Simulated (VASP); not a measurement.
# Ag (C2/m) in VASP: single point with r2SCAN

Aim: the single point of Ag with r2SCAN.

All numbers are computed with VASP 6.6.1; they aren't measurements. Logs are shortened: lines on timing, memory, paths and dates and some standing lists are left out, and cuts for length are marked.

### 1 The cell of the first run

It takes space group C2/m (No. 12, monoclinic). Conventional cell: a = 5.092 Å, b = 2.940 Å, c = 4.763 Å, α = 90.00°, β = 90.00°, γ = 90.00°. Ag (site symmetry m) has 1 Ag at 1.70 Å within 2.3 Å.

### 2 Single point, r2SCAN (shortest bond scaled by 0.58, source ansatz)

Contents of POSCAR:

```
Ag
1.0
    2.9401015088      0.0000000000      0.0000000000
   -1.4700507544      2.5462025963      0.0000000000
    0.0000000000      0.0000000000      4.7629644442
Ag
2
Direct
    0.1933333333      0.5966666667      0.1450000000
    0.8066666667      0.4033333333      0.8550000000
```

Contents of INCAR.step1:

```
PREC = Accurate ; ENCUT = 520
ISMEAR = -1 ; SIGMA = 0.05
LREAL = F ; LASPH = T
NELM = 60 ; NBANDS = 18
GGA = PE ; ALGO = Normal
EDIFF = 1E-4 ; LWAVE = T
LCHARG = F
```

Contents of INCAR.step2:

```
PREC = Accurate ; ENCUT = 520
EDIFF = 1E-7 ; ISMEAR = -1
SIGMA = 0.05 ; LREAL = F
LASPH = T ; NELM = 60
ALGO = Normal ; ISIF = 2
LWAVE = F ; LCHARG = F
METAGGA = R2SCAN ; LMIXTAU = T
NBANDS = 18 ; ISTART = 1
```

Contents of KPOINTS:

```
Automatic mesh
0
Gamma
  12 12 6
```

Potentials or basis: VASP PAW PBE potentials, release 64 (Ag).

On the command line:

```console
cat potpaw_PBE.64/Ag/POTCAR > POTCAR
cp INCAR.step1 INCAR
mpirun -np 1 vasp_std > vasp.out
cp INCAR.step2 INCAR
mpirun -np 1 vasp_std > vasp.out
```

OUTCAR:

```text
PREC = Accurate
   ENCUT = 520
   EDIFF = 1E-7
   ISMEAR = -1
   LREAL = F
   LASPH = T
   NELM = 60
   ISIF = 2
   METAGGA = R2SCAN
   ISTART = 1

 ion  position               nearest neighbor table
   1  0.193  0.597  0.145-   2 1.70   2 2.55   2 2.55   2 3.39   2 3.39   2 3.52
   2  0.807  0.403  0.855-   1 1.70   1 2.55   1 2.55   1 3.39   1 3.39   1 3.52

 -----------------------------------------------------------------------------
|                                                                             |
|           W    W    AA    RRRRR   N    N  II  N    N   GGGG   !!!           |
|           W    W   A  A   R    R  NN   N  II  NN   N  G    G  !!!           |
|           W    W  A    A  R    R  N N  N  II  N N  N  G       !!!           |
|           W WW W  AAAAAA  RRRRR   N  N N  II  N  N N  G  GGG   !            |
|           WW  WW  A    A  R   R   N   NN  II  N   NN  G    G                |
|           W    W  A    A  R    R  N    N  II  N    N   GGGG   !!!           |
|                                                                             |
|     The distance between some ions is very small. Please check the          |
|     nearest-neighbor list in the OUTCAR file.                               |
|     I HOPE YOU KNOW WHAT YOU ARE DOING!                                     |
|                                                                             |
 -----------------------------------------------------------------------------

  LATTYP: Found a hexagonal cell.
 ALAT       =     2.9401015088
 C/A-ratio  =     1.6200000000

  Lattice vectors:

 A1 = (   2.9401015088,   0.0000000000,   0.0000000000)
 A2 = (  -1.4700507544,   2.5462025963,   0.0000000000)
 A3 = (   0.0000000000,   0.0000000000,   4.7629644442)

Analysis of symmetry for initial positions (statically):
=====================================================================
 Subroutine PRICEL returns:
 Original cell was already a primitive cell.

 Routine SETGRP: Setting up the symmetry group for a
 hexagonal supercell.

 Subroutine GETGRP returns: Found  4 space group operations
 (whereof  4 operations were pure point group operations)
 out of a pool of 24 trial point group operations.

The static configuration has the point symmetry C_2h.

Analysis of symmetry for dynamics (positions and initial velocities):
=====================================================================
 Subroutine PRICEL returns:
 Original cell was already a primitive cell.

 Routine SETGRP: Setting up the symmetry group for a
 hexagonal supercell.

 Subroutine GETGRP returns: Found  4 space group operations
 (whereof  4 operations were pure point group operations)
 out of a pool of 24 trial point group operations.

The dynamic configuration has the point symmetry C_2h.

 Subroutine INISYM returns: Found  4 space group operations
 (whereof  4 operations are pure point group operations),
 and found     1 'primitive' translations

----------------------------------------------------------------------------------------

                                     Primitive cell

  volume of cell :      35.6560

  direct lattice vectors                    reciprocal lattice vectors
     2.940101509  0.000000000  0.000000000     0.340124311  0.196370863  0.000000000
    -1.470050754  2.546202596  0.000000000     0.000000000  0.392741725  0.000000000
     0.000000000  0.000000000  4.762964444     0.000000000  0.000000000  0.209953278

  length of vectors
     2.940101509  2.940101509  4.762964444     0.392741725  0.392741725  0.209953278

  position of ions in fractional coordinates (direct lattice)
     0.193333333  0.596666667  0.145000000
     0.806666667  0.403333333  0.855000000

  ion indices of the primitive-cell ions
   primitive index   ion index
                 1           1
                 2           2

----------------------------------------------------------------------------------------

 KPOINTS: Automatic mesh

Automatic generation of k-mesh.
 Grid dimensions read from file:
 generate k-points for:   12   12    6

 Generating k-lattice:

  Cartesian coordinates                     Fractional coordinates (reciprocal lattice)
     0.028343693  0.016364239  0.000000000     0.083333333  0.000000000  0.000000000
     0.000000000  0.032728477  0.000000000     0.000000000  0.083333333  0.000000000
     0.000000000  0.000000000  0.034992213     0.000000000  0.000000000  0.166666667

  Length of vectors
     0.032728477  0.032728477  0.034992213

  Shift w.r.t. Gamma in fractional coordinates (k-lattice)
     0.000000000  0.000000000  0.000000000

 Subroutine IBZKPT returns following result:
 ===========================================

 Found    242 irreducible k-points:

 Following reciprocal coordinates:
            Coordinates               Weight
  0.000000  0.000000  0.000000      1.000000
  0.083333  0.000000  0.000000      2.000000
  0.000000  0.083333  0.000000      4.000000
  0.166667  0.000000  0.000000      2.000000
  0.000000  0.166667  0.000000      4.000000
  0.250000  0.000000  0.000000      2.000000
[... 16 lines left out ...]
 -0.083333  0.416667  0.000000      4.000000
 -0.416667  0.333333  0.000000      4.000000
 [... further k-points ...]
   k-points           NKPTS =    242   k-points in BZ     NKDIM =    242   number of bands    NBANDS=     18
   number of dos      NEDOS =    301   number of ions     NIONS =      2
   total plane-waves  NPLWV =  20736
   dimension x,y,z NGX =    24 NGY =   24 NGZ =   36
   dimension x,y,z NGXF=    48 NGYF=   48 NGZF=   72
   ions per type =               2
   NGX,Y,Z   is equivalent  to a cutoff of  13.57, 13.57, 12.57 a.u.
   NGXF,Y,Z  is equivalent  to a cutoff of  27.14, 27.14, 25.13 a.u.
 SYSTEM =  unknown system
   PREC   = accura    normal or accurate (medium, high low for compatibility)
   ISTART =      1    job   : 0-new  1-cont  2-samecut
   ICHARG =      0    charge: 1-file 2-atom 10-const
   ISPIN  =      1    spin polarized calculation?
   LNONCOLLINEAR =      F non collinear calculations
   LSORBIT =      F    spin-orbit coupling
   LASPH  =      T    aspherical Exc in radial PAW
   ENCUT  =  520.0 eV  38.22 Ry    6.18 a.u.   5.47  5.47  8.86*2*pi/ulx,y,z
   NELM   =     60;   NELMIN=  2; NELMDL=  0     # of ELM steps
   EDIFF  = 0.1E-06   stopping-criterion for ELM
   LREAL  =      F    real-space projection
   EDIFFG = 0.1E-05   stopping-criterion for IOM
   NSW    =      0    number of steps for IOM
   IBRION =     -1    ionic relax: 0-MD 1-quasi-New 2-CG
   NFREE  =      0    steps in history (QN), initial steepest desc. (CG)
   ISIF   =      2    stress and relaxation
   ISYM   =      2    0-nonsym 1-usesym 2-fastsym
   POTIM  = 0.5000    time-step for ionic-motion
   TEBEG  =    0.0;   TEEND  =   0.0 temperature during run
   PSTRESS=    0.0 pullay stress
   NELECT =      22.0000    total number of electrons
   NUPDOWN=      -1.0000    fix difference up-down
   EMIN   =  10.00;   EMAX   =-10.00  energy-range for DOS
   EFERMI =   0.00;   METHOD = LEGACY
   ISMEAR =    -1;   SIGMA  =   0.05  broadening in eV -4-tet -1-fermi 0-gaus
   EFERMI_NEDOS =   21; number of points for ismear=-14 and -15
   IALGO  =     38    algorithm
   IMIX   =      4    mixing-type and parameters
     AMIX     =   0.40;   BMIX     =  1.00
     AMIX_MAG =   1.60;   BMIX_MAG =  1.00
  volume/ion in A,a.u.               =      17.83       120.31
  Fermi-wavevector in a.u.,A,eV,Ry     =   1.393707  2.633725 26.428222  1.942420
  Thomas-Fermi vector in A             =   2.517327
   LORBIT       =      0    0 simple, 1 ext, 2 COOP (PROOUT), +10 PAW based schemes
   METAGGA = R2SCAN    functional components
   LHFCALC =     F    Hartree Fock is set to
   AEXX    =    0.0000 exact exchange contribution
   IVDW    =     0    specifies the selected vdW correction
   LEPSILON=     F    determine dielectric tensor
   LRPA    =     F    only Hartree local field effects (RPA)
 non-spin polarized calculation
  energy-cutoff  :      520.00
  volume of cell :       35.66
 maximum number of plane-waves:       989
 NGX is ok and might be reduce to    24
   NGX = 11   NGY = 11   NGZ = 17

 number of electron      21.9999999 magnetization

 Free energy of the ion-electron system (eV)
  ---------------------------------------------------
  ext. energy  EPLUGINS =         0.00000000
  ---------------------------------------------------
  free energy    TOTEN  =       -30.62259669 eV

  energy without entropy =      -30.61923481  energy(sigma->0) =      -30.62091575

 E-fermi :   8.2203     XC(G=0): -12.2482

 val. band max:        8.2073711449   @ k =   0.2500   0.2500   0.5000
 cond. band min:       8.2585343159   @ k =   0.3333   0.0000   0.5000
 fundamental gap:      0.0511631709
 Fermi energy:         8.2202569826

 k-point     1 :       0.0000    0.0000    0.0000
  band No.  band energies     occupation
      1      -2.4645      2.00000
      2      -2.3957      2.00000
      3      -1.3270      2.00000
      4       0.4055      2.00000
      5       0.6472      2.00000
      6       2.0469      2.00000
[... 10 lines left out ...]
     17      27.7332      0.00000
     18      28.9297      0.00000

 k-point     2 :       0.0833    0.0000    0.0000
  band No.  band energies     occupation
      1      -2.3699      2.00000
      2      -2.3365      2.00000
      3      -1.2842      2.00000
      4       0.5661      2.00000
      5       0.7564      2.00000
      6       1.6579      2.00000
[... 10 lines left out ...]
     17      27.0547      0.00000
     18      28.7117      0.00000

 k-point     3 :       0.0000    0.0833    0.0000
  band No.  band energies     occupation
      1      -2.4050      2.00000
      2      -2.3386      2.00000
      3      -1.3640      2.00000
      4       0.5341      2.00000
      5       0.6569      2.00000
      6       1.9728      2.00000
[... 10 lines left out ...]
     17      27.5958      0.00000
     18      28.6216      0.00000

 k-point     4 :       0.1667    0.0000    0.0000
  band No.  band energies     occupation
      1      -2.2320      2.00000
      2      -2.0602      2.00000
      3      -1.1697      2.00000
      4       0.8062      2.00000
      5       1.0716      2.00000
      6       1.3561      2.00000
[... 10 lines left out ...]
     17      26.2985      0.00000
     18      27.2540      0.00000

 k-point     5 :       0.0000    0.1667    0.0000
  band No.  band energies     occupation
      1      -2.2812      2.00000
      2      -2.1961      2.00000
      3      -1.4270      2.00000
      4       0.4635      2.00000
      5       1.1379      2.00000
      6       1.9756      2.00000
[... 10 lines left out ...]
     17      26.5037      0.00000
     18      27.3788      0.00000

 k-point     6 :       0.2500    0.0000    0.0000
  band No.  band energies     occupation
      1      -2.0781      2.00000
      2      -1.6595      2.00000
      3      -1.0207      2.00000
      4       0.3844      2.00000
      5       1.5578      2.00000
      6       2.0341      2.00000
[... 307 lines left out ...]
 k-point    21 :      -0.3333    0.2500    0.0000
  band No.  band energies     occupation
      1      -2.1921      2.00000
      2      -1.8878      2.00000
      3      -1.1780      2.00000
      4       0.3375      2.00000
      5       1.8535      2.00000
      6       2.6644      2.00000
[... 10 lines left out ...]
     17      23.5793      0.00000
     18      25.0918      0.00000

 k-point    22 :       0.3333    0.0833    0.0000
  band No.  band energies     occupation
      1      -1.8308      2.00000
      2      -1.2184      2.00000
      3      -0.8762      2.00000
      4      -0.0703      2.00000
      5       2.3044      2.00000
      6       3.1164      2.00000
[... 10 lines left out ...]
     17      21.6640      0.00000
     18      25.2409      0.00000

 k-point    23 :      -0.0833    0.4167    0.0000
  band No.  band energies     occupation
      1      -2.3586      2.00000
      2      -1.7375      2.00000
      3      -1.3472      2.00000
      4       0.0900      2.00000
      5       1.9696      2.00000
      6       3.5093      2.00000
[... 10 lines left out ...]
     17      21.1816      0.00000
     18      23.9214      0.00000

 k-point    24 :      -0.4167    0.3333    0.0000
  band No.  band energies     occupation
      1      -2.3095      2.00000
      2      -1.7364      2.00000
      3      -1.1150      2.00000
      4       0.1617      2.00000
      5       2.2613      2.00000
      6       2.9683      2.00000
[... 10 lines left out ...]
     17      21.3648      0.00000
     18      23.9067      0.00000

 [... further k-points ...]

------------------------ aborting loop because EDIFF is reached ----------------------------------------

  FORCE on cell =-STRESS in cart. coord.  units (eV):
  Direction    XX          YY          ZZ          XY          YZ          ZX
  --------------------------------------------------------------------------------------
  -------------------------------------------------------------------------------------
  Total       20.0348832      9.1648707     42.8335852      9.4137070     13.4670462     23.3256030
  in kB      900.2534110    411.8170293   1924.6970803    422.9983146    605.1322667   1048.1195961
  external PRESSURE =    1078.9225069 kB  Pullay stress =       0.0000000 kB

 VOLUME and BASIS-vectors are now :
 -----------------------------------------------------------------------------
  energy-cutoff  :      520.00
  volume of cell :       35.66
      direct lattice vectors                 reciprocal lattice vectors
     2.940101509  0.000000000  0.000000000     0.340124311  0.196370863  0.000000000
    -1.470050754  2.546202596  0.000000000     0.000000000  0.392741725  0.000000000
     0.000000000  0.000000000  4.762964444     0.000000000  0.000000000  0.209953278

 POSITION                                       TOTAL-FORCE (eV/Angst)
 -----------------------------------------------------------------------------------
     -0.30871      1.51923      0.69063        16.906248      9.760827     32.169851
      1.77876      1.02697      4.07233       -16.906248     -9.760827    -32.169851
 -----------------------------------------------------------------------------------
    total drift:                                0.000000      0.000000     -0.000000

  FREE ENERGIE OF THE ION-ELECTRON SYSTEM (eV)
  ---------------------------------------------------
  free  energy   TOTEN  =       -30.6225966907 eV

  energy  without entropy=      -30.6192348108  energy(sigma->0) =      -30.62091575
```

Wall time 8.8 min (1 thread of Intel Xeon 8259CL, shared host); peak memory 0.26 GiB.

What came out:

* Free energy: -30.6226 eV
* Pressure: 107.9 GPa
* Largest force: 37.630 eV/Å
* Band gap on the k mesh: zero (band 11 reaches 12.09 eV, above the bottom of band 12 at 6.41 eV)

Forces in eV/Å, atoms in the order of the input:
```
Ag   16.906   9.761  32.170
Ag  -16.906  -9.761 -32.170
```

Stress tensor (GPa, compression positive):
```
 90.03  42.30 104.81
 42.30  41.18  60.51
104.81  60.51 192.47
```

Caveat: the cell differs from its parent crystal (shortest bond scaled by 0.58, source ansatz); the PAW data sets were made with another functional, which shifts forces and pressure a little.
